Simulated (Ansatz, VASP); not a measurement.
# One calculation of La, two programs

File INCAR:

```
SYSTEM = La
PREC = Accurate ; ENCUT = 520
EDIFF = 1E-7 ; ISMEAR = -1
SIGMA = 0.05 ; LREAL = .False.
LASPH = .True. ; NELM = 100
ALGO = Fast ; ISIF = 2
LWAVE = .False. ; LCHARG = .False.
GGA = PS ; NBANDS = 18
```

File KPOINTS:

```
regular mesh
0
Gamma
  8 8 5
  0 0 0
```

The input POSCAR:

```
La
1.0
    3.7500000000      0.0000000000      0.0000000000
   -1.8750000000      3.2475952642      0.0000000000
    0.0000000000      0.0000000000      6.0700000000
La
2
Direct
    0.6666666667      0.3333333333      0.7500000000
    0.3333333333      0.6666666667      0.2500000000
```

Contents of input.yaml:

```yaml
crystal:
  lattice:
    - [3.75, 0.0, 0.0]
    - [-1.875, 3.2475952642, 0.0]
    - [0.0, 0.0, 6.07]
  atoms:
    - { symbol: La, position: [0.6666666667, 0.3333333333, 0.75] }
    - { symbol: La, position: [0.3333333333, 0.6666666667, 0.25] }
kpoints:
  mp_grid: { grid: [8, 8, 5] }
  band_path:
    path:
      - [0.0, 0.0, 0.0]
      - [0.5, 0.0, 0.0]
      - [0.3333333333, 0.3333333333, 0.0]
      - [0.0, 0.0, 0.0]
      - [0.0, 0.0, 0.5]
      - [0.5, 0.0, 0.5]
      - [0.3333333333, 0.3333333333, 0.5]
      - [0.0, 0.0, 0.5]
    npoints: 8
scf:
  occupations: { method: fermi_dirac, width: 0.05 }
hamiltonian:
  xc: pbesol
  pseudopotentials: { kind: all_electron, lapw: { basis_error: 0.001 } }
output:
  forces: true
  stress: true
  eigenvalues: true
```

Alike in both runs: functional PBEsol; k mesh 8 × 8 × 5; occupations fermi-dirac, width 0.05 eV; no spin polarisation.

|  | VASP | Ansatz |
| --- | --- | --- |
| version | VASP 6.6.1 | Ansatz 0.2.0 |
| potentials or method | VASP PAW PBE potentials, release 64 (La), cutoff 520 eV | all-electron LAPW, scalar-relativistic |
| task | single point | band structure |

VASP gave:

```
gap on the k mesh at the Fermi level (eV)                     : none
pressure (GPa)                                                : -1.4
traceless stress, the component that is largest in VASP (GPa) : -0.19
```

Which values does Ansatz return?

gap on the k mesh at the Fermi level (eV): none; pressure (GPa): -1.4; traceless stress, the component that is largest in VASP (GPa): -0.20.

VASP's potentials were made for PBE, not for PBEsol. A gap of «none» marks a metal or a gap that the smearing closes. Ansatz ran all-electron here, and VASP with PAW potentials.

Neither program's run includes spin-orbit coupling.
